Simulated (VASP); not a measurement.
Write the native input for VASP 6.6.1 that does the following.

```
Task                   : single point
Functional             : r2SCAN
Potentials or basis    : VASP PAW PBE potentials, release 64 (Ti_sv, O)
Cutoff                 : 520 eV
k mesh                 : 6 × 6 × 10
Occupations            : gaussian, width 0.02 eV
Spin                   : no spin polarisation
Dipole correction      : no
Further INCAR settings : ALGO = Normal; EDIFF = 1e-06; NBANDS = 33
```

Crystal: TiO2.

```
Ti O
1.0
     4.61302    0.00000    0.00000
     0.00000    4.61302    0.00000
     0.00000    0.00000    2.95877
Ti O
2 4
Cartesian
  2.3065 2.3065 0.0000
  0.0000 0.0000 1.4794
  3.2063 3.2063 1.4794
  3.7132 0.8998 0.0000
  0.8998 3.7132 0.0000
  1.4067 1.4067 1.4794
```

The input as run:

POSCAR

```
TiO2
1.0
    4.6130229853      0.0000000000      0.0000000000
    0.0000000000      4.6130229853      0.0000000000
    0.0000000000      0.0000000000      2.9587729017
Ti O
2 4
Direct
    0.5000000000      0.5000000000      0.0000000000
    0.0000000000      0.0000000000      0.5000000000
    0.6950575169      0.6950575169      0.5000000000
    0.8049424831      0.1950575169      0.0000000000
    0.1950575169      0.8049424831      0.0000000000
    0.3049424831      0.3049424831      0.5000000000
```

INCAR.step1

```
PREC = Accurate
ENCUT = 520
ISMEAR = 0
SIGMA = 0.02
LREAL = F
LASPH = T
NELM = 60
NBANDS = 33
GGA = PE
ALGO = Normal
EDIFF = 1E-4
LWAVE = T
LCHARG = F
```

INCAR.step2

```
PREC = Accurate
ENCUT = 520
EDIFF = 1E-6
ISMEAR = 0
SIGMA = 0.02
LREAL = F
LASPH = T
NELM = 60
ALGO = Normal
ISIF = 2
LWAVE = F
LCHARG = F
METAGGA = R2SCAN
LMIXTAU = T
NBANDS = 33
ISTART = 1
```

KPOINTS

```
regular mesh
0
Gamma
  6 6 10
```

Potentials or basis: VASP PAW PBE potentials, release 64 (Ti_sv, O).

Run with:

```bash
$ cat potpaw_PBE.64/Ti_sv/POTCAR potpaw_PBE.64/O/POTCAR > POTCAR
$ cp INCAR.step1 INCAR
$ mpirun -np 1 vasp_std > vasp.out
$ cp INCAR.step2 INCAR
$ mpirun -np 1 vasp_std > vasp.out
```

Results of the run:

```yaml
Pressure: -0.7 GPa
Largest_force: 0.035 eV/Å
Band_gap_on_the_k_mesh: 2.22 eV
```

Caveat: the PAW data sets were made with another functional, which shifts forces and pressure a little.

Wall time 2.8 min on 1 thread of Intel(R) Xeon(R) 6975P-C (Granite Rapids), on a shared host, peak memory 0.24 GiB.
